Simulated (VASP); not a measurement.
Be3Bi2, 5 atoms in the cell. The structure is hexagonal, space group P6/mmm (No. 191). The conventional cell has a = 4.262 Å, b = 4.262 Å, c = 5.145 Å, α = 90.00°, β = 90.00°, γ = 120.00°. Be (site symmetry -6m2) has 6 Be at 2.46 Å and 2 Bi at 2.57 Å within 3.2 Å. Be (site symmetry 6/mmm) has 6 Be at 2.46 Å within 3.2 Å. Bi (site symmetry -6m2) has 3 Bi at 2.46 Å and 2 Be at 2.57 Å within 3.2 Å. The cell was generated, and may not be a known phase.

```yaml
Program: VASP 6.6.1
Task: relaxation of cell and atoms
Functional: PBE
Potentials_or_basis: VASP PAW PBE potentials, release 64 (Be, Bi_d)
Cutoff: 600 eV
k_mesh: 6 × 6 × 4
Occupations: gaussian, width 0.1 eV
Spin: no spin polarisation
Dipole_correction: no
Further_INCAR_settings: ALGO = Normal; EDIFF = 1e-06; IBRION = 2; EDIFFG = -0.04; NSW = 90; ISIF = 3
```

Potentials or basis: VASP PAW PBE potentials, release 64 (Be, Bi_d).

Launch:

```sh
$ cat potpaw_PBE.64/Be/POTCAR potpaw_PBE.64/Bi_d/POTCAR > POTCAR
$ mpirun -np 1 vasp_std > vasp.out
```

Hardware: 1 thread of AMD EPYC 9R45 (Zen 5) (shared host).

**Question.** Estimate the wall time of this run.

**Answer.** Wall time 2 min on 1 thread of AMD EPYC 9R45 (Zen 5) (shared host), peak memory 0.21 GiB. Counts: scf iterations 58, k points 21, ion steps 6.
